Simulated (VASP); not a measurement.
# MgAl16 in VASP: a series of runs

MgAl16 is run at these levels: PBE; tasks: single point.

All numbers are computed with VASP 6.6.1; they aren't measurements. Logs are shortened: lines on timing, memory, paths and dates and some standing lists are left out, and cuts for length are marked.

### Step 1. The cell of the first run

The cell holds a slab with vacuum, 17 atoms: a = 8.100 Å, b = 5.728 Å, c = 16.296 Å, α = 90.00°, β = 90.00°, γ = 90.00°.

### Step 2. Single point, PBE

File INCAR:

```
SYSTEM = MgAl16
PREC = Accurate ; ENCUT = 520
EDIFF = 1E-6 ; ISMEAR = 0
SIGMA = 0.05 ; LREAL = Auto
LASPH = .True. ; NELM = 100
ALGO = Normal ; ISIF = 2
LWAVE = .False. ; LCHARG = .True.
GGA = PE ; LELF = .True.
LVHAR = .True. ; NBANDS = 39
```

File KPOINTS:

```
regular mesh
0
Gamma
  2 3 1
  0 0 0
```

File POSCAR:

```
MgAl16
1.0
    8.1000000000      0.0000000000      0.0000000000
    0.0000000000      5.7275650000      0.0000000000
    0.0000000000      0.0000000000     16.2956740000
Al Mg
16 1
Direct
    0.2500000000      0.2499999564      0.0613659797
    0.7500000000      0.2499999564      0.0613659797
    0.2500000000      0.7500000436      0.0613659797
    0.7500000000      0.7500000436      0.0613659797
    0.0017577778     -0.0019853114      0.1382616638
    0.4982000000     -0.0020025962      0.1382296921
    0.0001071605      0.4967442534      0.1379569817
    0.4998856790      0.4966772093      0.1380244843
    0.2499688889      0.2496252771      0.2279794012
    0.7498538272      0.2334859578      0.2278265385
    0.2499950617      0.7440378241      0.2212305548
    0.7498898765      0.7461549542      0.2283505426
    0.0067577778     -0.0116906574      0.3059334029
    0.4931174074     -0.0115317766      0.3059262231
   -0.0096149383      0.4829275617      0.3041343979
    0.5093437037      0.4833081772      0.3043134638
    0.2497161728      0.6747186632      0.3939252835
```

Potentials or basis: VASP PAW PBE potentials, release 64 (Al, Mg).

On the command line:

```sh
$ cat potpaw_PBE.64/Al/POTCAR potpaw_PBE.64/Mg/POTCAR > POTCAR
$ mpirun -np 1 vasp_std > vasp.out
```

OUTCAR:

```text
SYSTEM = MgAl16
   PREC = Accurate
   ENCUT = 520
   EDIFF = 1E-6
   ISMEAR = 0
   LREAL = Auto
   LASPH = .True.
   NELM = 100
   ISIF = 2
   GGA = PE

 ion  position               nearest neighbor table
   1  0.250  0.250  0.061-   9 2.72   7 2.77   8 2.77   6 2.77   5 2.77   3 2.86   3 2.86
   2  0.750  0.250  0.061-  10 2.71   7 2.77   8 2.77   5 2.79   6 2.80   4 2.86   4 2.86
   3  0.250  0.750  0.061-  11 2.61   6 2.76   5 2.76   7 2.79   8 2.79   1 2.86   1 2.86
   4  0.750  0.750  0.061-  12 2.72   6 2.78   5 2.78   7 2.79   8 2.79   2 2.86   2 2.86
   5  0.002  0.998  0.138-  13 2.73   3 2.76   1 2.77   4 2.78   2 2.79  11 2.83  10 2.85   7 2.86
                             7 2.87   9 2.87  12 2.90
   6  0.498  0.998  0.138-  14 2.73   3 2.76   1 2.77   4 2.78   2 2.80  11 2.83  10 2.85   8 2.86
                             8 2.87   9 2.87  12 2.90
   7  0.000  0.497  0.138-  15 2.71   1 2.77   2 2.77   3 2.79   4 2.79  11 2.82   5 2.86   5 2.87
                             9 2.87  12 2.88  10 2.92
   8  0.500  0.497  0.138-  16 2.71   1 2.77   2 2.77   3 2.79   4 2.79  11 2.82   6 2.86   6 2.87
                             9 2.87  12 2.88  10 2.92
   9  0.250  0.250  0.228-   1 2.72  14 2.78  13 2.78  15 2.78  16 2.78  11 2.83   8 2.87   7 2.87
                             5 2.87   6 2.87  11 2.90
  10  0.750  0.233  0.228-   2 2.71  15 2.72  16 2.72  12 2.79  14 2.81  13 2.81   6 2.85   5 2.85
                             8 2.92   7 2.92  12 2.94
  11  0.250  0.744  0.221-   3 2.61  14 2.78  13 2.78   8 2.82   7 2.82   5 2.83   6 2.83   9 2.83
                            17 2.84   9 2.90  16 2.91  15 2.91
  12  0.750  0.746  0.228-   4 2.72  15 2.76  16 2.76  10 2.79  14 2.80  13 2.80   8 2.88   7 2.88
                             6 2.90   5 2.90  10 2.94
  13  0.007  0.988  0.306-   5 2.73   9 2.78  11 2.78  12 2.80  10 2.81  15 2.84  15 2.90  17 3.03

  14  0.493  0.988  0.306-   6 2.73   9 2.78  11 2.78  12 2.80  10 2.81  16 2.84  16 2.90  17 3.03

  15  0.990  0.483  0.304-   7 2.71  10 2.72  12 2.76   9 2.78  17 2.79  13 2.84  13 2.90  11 2.91

  16  0.509  0.483  0.304-   8 2.71  10 2.72  12 2.76   9 2.78  17 2.79  14 2.84  14 2.90  11 2.91

  17  0.250  0.675  0.394-  16 2.79  15 2.79  11 2.84  13 3.03  14 3.03

  LATTYP: Found a simple orthorhombic cell.
 ALAT       =     5.7275650000
 B/A-ratio  =     1.4142135445
 C/A-ratio  =     2.8451312207

  Lattice vectors:

 A1 = (   0.0000000000,  -5.7275650000,   0.0000000000)
 A2 = (   8.1000000000,   0.0000000000,   0.0000000000)
 A3 = (   0.0000000000,   0.0000000000,  16.2956740000)

Analysis of symmetry for initial positions (statically):
=====================================================================
 Subroutine PRICEL returns:
 Original cell was already a primitive cell.

 Routine SETGRP: Setting up the symmetry group for a
 simple orthorhombic supercell.

 Subroutine GETGRP returns: Found  1 space group operations
 (whereof  1 operations were pure point group operations)
 out of a pool of  8 trial point group operations.

The static configuration has the point symmetry C_1 .

Analysis of symmetry for dynamics (positions and initial velocities):
=====================================================================
 Subroutine PRICEL returns:
 Original cell was already a primitive cell.

 Routine SETGRP: Setting up the symmetry group for a
 simple orthorhombic supercell.

 Subroutine GETGRP returns: Found  1 space group operations
 (whereof  1 operations were pure point group operations)
 out of a pool of  8 trial point group operations.

The dynamic configuration has the point symmetry C_1 .

 Subroutine INISYM returns: Found  1 space group operations
 (whereof  1 operations are pure point group operations),
 and found     1 'primitive' translations

----------------------------------------------------------------------------------------

                                     Primitive cell

  volume of cell :     756.0097

  direct lattice vectors                    reciprocal lattice vectors
     8.100000000  0.000000000  0.000000000     0.123456790  0.000000000  0.000000000
     0.000000000  5.727565000  0.000000000     0.000000000  0.174594265  0.000000000
     0.000000000  0.000000000 16.295674000     0.000000000  0.000000000  0.061365980

  length of vectors
     8.100000000  5.727565000 16.295674000     0.123456790  0.174594265  0.061365980

  position of ions in fractional coordinates (direct lattice)
     0.250000000  0.249999956  0.061365980
     0.750000000  0.249999956  0.061365980
     0.250000000  0.750000044  0.061365980
     0.750000000  0.750000044  0.061365980
     0.001757778  0.998014689  0.138261664
     0.498200000  0.997997404  0.138229692
[... 9 lines left out ...]
     0.509343704  0.483308177  0.304313464
     0.249716173  0.674718663  0.393925284

  ion indices of the primitive-cell ions
   primitive index   ion index
                 1           1
                 2           2
                 3           3
                 4           4
                 5           5
                 6           6
[... 9 lines left out ...]
                16          16
                17          17

----------------------------------------------------------------------------------------

 KPOINTS: regular mesh

Automatic generation of k-mesh.
 Grid dimensions read from file:
 generate k-points for:    2    3    1

 Generating k-lattice:

  Cartesian coordinates                     Fractional coordinates (reciprocal lattice)
     0.061728395  0.000000000  0.000000000     0.500000000  0.000000000  0.000000000
     0.000000000  0.058198088  0.000000000     0.000000000  0.333333333  0.000000000
     0.000000000  0.000000000  0.061365980     0.000000000  0.000000000  1.000000000

  Length of vectors
     0.061728395  0.058198088  0.061365980

  Shift w.r.t. Gamma in fractional coordinates (k-lattice)
     0.000000000  0.000000000  0.000000000

 Subroutine IBZKPT returns following result:
 ===========================================

 Found      4 irreducible k-points:

 Following reciprocal coordinates:
            Coordinates               Weight
  0.000000  0.000000  0.000000      1.000000
  0.500000  0.000000  0.000000      1.000000
  0.000000  0.333333  0.000000      2.000000
  0.500000  0.333333  0.000000      2.000000
   k-points           NKPTS =      4   k-points in BZ     NKDIM =      4   number of bands    NBANDS=     39
   number of dos      NEDOS =    301   number of ions     NIONS =     17
   total plane-waves  NPLWV = 362880
   dimension x,y,z NGX =    60 NGY =   48 NGZ =  126
   dimension x,y,z NGXF=   120 NGYF=   96 NGZF=  252
   ions per type =              16   1
   NGX,Y,Z   is equivalent  to a cutoff of  12.31, 13.93, 12.85 a.u.
   NGXF,Y,Z  is equivalent  to a cutoff of  24.63, 27.86, 25.71 a.u.
 SYSTEM =  MgAl16
   PREC   = accura    normal or accurate (medium, high low for compatibility)
   ISTART =      0    job   : 0-new  1-cont  2-samecut
   ICHARG =      2    charge: 1-file 2-atom 10-const
   ISPIN  =      1    spin polarized calculation?
   LNONCOLLINEAR =      F non collinear calculations
   LSORBIT =      F    spin-orbit coupling
   LASPH  =      T    aspherical Exc in radial PAW
   ENCUT  =  520.0 eV  38.22 Ry    6.18 a.u.  15.06 10.65 30.30*2*pi/ulx,y,z
   NELM   =    100;   NELMIN=  2; NELMDL= -5     # of ELM steps
   EDIFF  = 0.1E-05   stopping-criterion for ELM
   LREAL  =      T    real-space projection
   EDIFFG = 0.1E-04   stopping-criterion for IOM
   NSW    =      0    number of steps for IOM
   IBRION =     -1    ionic relax: 0-MD 1-quasi-New 2-CG
   NFREE  =      0    steps in history (QN), initial steepest desc. (CG)
   ISIF   =      2    stress and relaxation
   ISYM   =      2    0-nonsym 1-usesym 2-fastsym
   POTIM  = 0.5000    time-step for ionic-motion
   TEBEG  =    0.0;   TEEND  =   0.0 temperature during run
   PSTRESS=    0.0 pullay stress
   NELECT =      50.0000    total number of electrons
   NUPDOWN=      -1.0000    fix difference up-down
   EMIN   =  10.00;   EMAX   =-10.00  energy-range for DOS
   EFERMI =   0.00;   METHOD = LEGACY
   ISMEAR =     0;   SIGMA  =   0.05  broadening in eV -4-tet -1-fermi 0-gaus
   EFERMI_NEDOS =   21; number of points for ismear=-14 and -15
   IALGO  =     38    algorithm
   IMIX   =      4    mixing-type and parameters
     AMIX     =   0.40;   BMIX     =  1.00
     AMIX_MAG =   1.60;   BMIX_MAG =  1.00
  volume/ion in A,a.u.               =      44.47       300.11
  Fermi-wavevector in a.u.,A,eV,Ry     =   0.662047  1.251088  5.963524  0.438307
  Thomas-Fermi vector in A             =   1.734996
   LORBIT       =      0    0 simple, 1 ext, 2 COOP (PROOUT), +10 PAW based schemes
   GGA     = PE    functional components
   LHFCALC =     F    Hartree Fock is set to
   AEXX    =    0.0000 exact exchange contribution
   IVDW    =     0    specifies the selected vdW correction
   LEPSILON=     F    determine dielectric tensor
   LRPA    =     F    only Hartree local field effects (RPA)
 non-spin polarized calculation
 Gauss-broadening in eV      SIGMA  =   0.05
  energy-cutoff  :      520.00
  volume of cell :      756.01
 maximum number of plane-waves:     20376
   NGX = 31   NGY = 21   NGZ = 61

 number of electron      50.0000000 magnetization

 Free energy of the ion-electron system (eV)
  ---------------------------------------------------
  ext. energy  EPLUGINS =         0.00000000
  ---------------------------------------------------
  free energy    TOTEN  =       -55.86636088 eV

  energy without entropy =      -55.85454155  energy(sigma->0) =      -55.86045122

 E-fermi :   0.5147     XC(G=0):  -4.9746

 val. band max:        0.4824587866   @ k =   0.5000   0.0000   0.0000
 cond. band min:       0.5250618808   @ k =   0.0000   0.0000   0.0000
 fundamental gap:      0.0426030941
 Fermi energy:         0.5147128196

 k-point     1 :       0.0000    0.0000    0.0000
  band No.  band energies     occupation
      1      -9.7370      2.00000
      2      -7.5556      2.00000
      3      -7.5161      2.00000
      4      -7.2953      2.00000
      5      -5.3504      2.00000
      6      -5.3100      2.00000
[... 29 lines left out ...]
     36       2.5772      0.00000
     37       2.7538      0.00000

 k-point     2 :       0.5000    0.0000    0.0000
  band No.  band energies     occupation
      1      -9.2219      2.00000
      2      -9.1361      2.00000
      3      -6.8533      2.00000
      4      -6.6888      2.00000
      5      -4.8924      2.00000
      6      -4.8070      2.00000
[... 29 lines left out ...]
     36       2.5943      0.00000
     37       3.5376      0.00000

 k-point     3 :       0.0000    0.3333    0.0000
  band No.  band energies     occupation
      1      -9.2392      2.00000
      2      -7.7583      2.00000
      3      -7.0627      2.00000
      4      -7.0262      2.00000
      5      -6.8043      2.00000
      6      -5.6049      2.00000
[... 29 lines left out ...]
     36       2.5644      0.00000
     37       2.7960      0.00000

 k-point     4 :       0.5000    0.3333    0.0000
  band No.  band energies     occupation
      1      -8.7268      2.00000
      2      -8.6400      2.00000
      3      -7.2485      2.00000
      4      -7.1630      2.00000
      5      -6.3667      2.00000
      6      -6.1972      2.00000
[... 29 lines left out ...]
     36       3.0565      0.00000
     37       3.0577      0.00000
 [bands above 37 left out]

------------------------ aborting loop because EDIFF is reached ----------------------------------------

  FORCE on cell =-STRESS in cart. coord.  units (eV):
  Direction    XX          YY          ZZ          XY          YZ          ZX
  --------------------------------------------------------------------------------------
  -------------------------------------------------------------------------------------
  Total        5.3116451     -5.7127907     -0.1137066      0.0004984      0.6962364      0.0049798
  in kB       11.2567302    -12.1068600     -0.2409733      0.0010561      1.4755025      0.0105536
  external PRESSURE =      -0.3637010 kB  Pullay stress =       0.0000000 kB

 VOLUME and BASIS-vectors are now :
 -----------------------------------------------------------------------------
  energy-cutoff  :      520.00
  volume of cell :      756.01
      direct lattice vectors                 reciprocal lattice vectors
     8.100000000  0.000000000  0.000000000     0.123456790  0.000000000  0.000000000
     0.000000000  5.727565000  0.000000000     0.000000000  0.174594265  0.000000000
     0.000000000  0.000000000 16.295674000     0.000000000  0.000000000  0.061365980

 POSITION                                       TOTAL-FORCE (eV/Angst)
 -----------------------------------------------------------------------------------
      2.02500      1.43189      1.00000         0.000117      0.055929      0.097190
      6.07500      1.43189      1.00000        -0.000272     -0.039327      0.095332
      2.02500      4.29567      1.00000         0.000479     -0.106635     -0.306887
      6.07500      4.29567      1.00000        -0.000791     -0.012494      0.111294
      0.01424      5.71619      2.25307         0.004085      0.001039      0.001784
      4.03542      5.71610      2.25255        -0.004431      0.000586      0.002489
[... 9 lines left out ...]
      4.12568      2.76818      4.95899        -0.024422     -0.015649      0.011113
      2.02270      3.86450      6.41928         0.000389      0.165224     -0.045860
 -----------------------------------------------------------------------------------
    total drift:                                0.000872     -0.003981     -0.001346

  FREE ENERGIE OF THE ION-ELECTRON SYSTEM (eV)
  ---------------------------------------------------
  free  energy   TOTEN  =       -55.8663608797 eV

  energy  without entropy=      -55.8545415536  energy(sigma->0) =      -55.86045122
```

Run time: 5.9 min. Hardware: 1 thread of Intel Xeon 8259CL, shared host; peak memory 0.7 GiB.

Results:

* Free energy: -55.8664 eV
* Largest force: 0.325 eV/Å
* Band gap on the k mesh: zero (bands 25 and 26 overlap by 0.32 eV)

Forces in eV/Å, atoms in the order of the input:
```
Al   0.000  0.056  0.097
Al   0.000 -0.039  0.095
Al   0.000 -0.107 -0.307
Al  -0.001 -0.012  0.111
Al   0.004  0.001  0.002
Al  -0.004  0.001  0.002
Al   0.001 -0.002  0.001
Al  -0.002 -0.001  0.000
Al   0.000  0.006 -0.008
Al   0.000 -0.010  0.010
Al  -0.002 -0.008 -0.010
Al   0.001 -0.014  0.009
Al  -0.002 -0.005  0.006
Al   0.000 -0.004  0.007
Al   0.028 -0.010  0.019
Al  -0.024 -0.016  0.011
Mg   0.000  0.165 -0.046
```

Levels at points of the mesh, in eV from the Fermi level:
```tsv
k point	band 23	band 24	band 25	band 26	band 27	band 28
(0.00, 0.00, 0.00)	-0.74	-0.66	-0.29	0.01	0.13	0.49
(0.50, 0.00, 0.00)	-0.96	-0.91	-0.03	0.22	0.34	0.44
```

Caveat: the k points lie up to 0.39 Å⁻¹ apart; there is no dipole correction, which matters where the two faces differ.

[end of part 1 of 2]

The gap in the log of VASP goes by the Fermi energy; the results here count the filled bands.